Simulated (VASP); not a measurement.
InP, 2 atoms in the cell. Symmetry: Fm-3m, No. 225, cubic system. The conventional cell has a = 5.486 Å, b = 5.486 Å, c = 5.486 Å, α = 90.00°, β = 90.00°, γ = 90.00°. Within 3.6 Å of In (site symmetry m-3m) lie 6 P at 2.74 Å. Within 3.6 Å of P (site symmetry m-3m) lie 6 In at 2.74 Å.  This cell differs from its parent crystal: volume scaled by 1.04.

| Property | Result |
| --- | --- |
| Program | VASP 6.6.1 |
| Task | single point |
| Functional | LDA |
| Potentials or basis | VASP PAW LDA potentials, release 64 (In_d, P) |
| Cutoff | 500 eV |
| k mesh | 8 × 8 × 8 |
| Occupations | gaussian, width 0.05 eV |
| Spin | no spin polarisation |
| Dipole correction | no |
| Further INCAR settings | ALGO = Normal; EDIFF = 1e-06; NBANDS = 16 |

Potentials or basis: VASP PAW LDA potentials, release 64 (In_d, P).

Run with:

```bash
$ cat potpaw_LDA.64/In_d/POTCAR potpaw_LDA.64/P/POTCAR > POTCAR
$ mpirun -np 1 vasp_std > vasp.out
```

Hardware: 1 thread of Intel Xeon 8259CL, with other jobs on the host.

Q: Estimate the wall time of this run.

A: It took 34 s on 1 thread of Intel Xeon 8259CL, on a shared host, peak memory 0.15 GiB. Counts: scf iterations 13, k points 29.
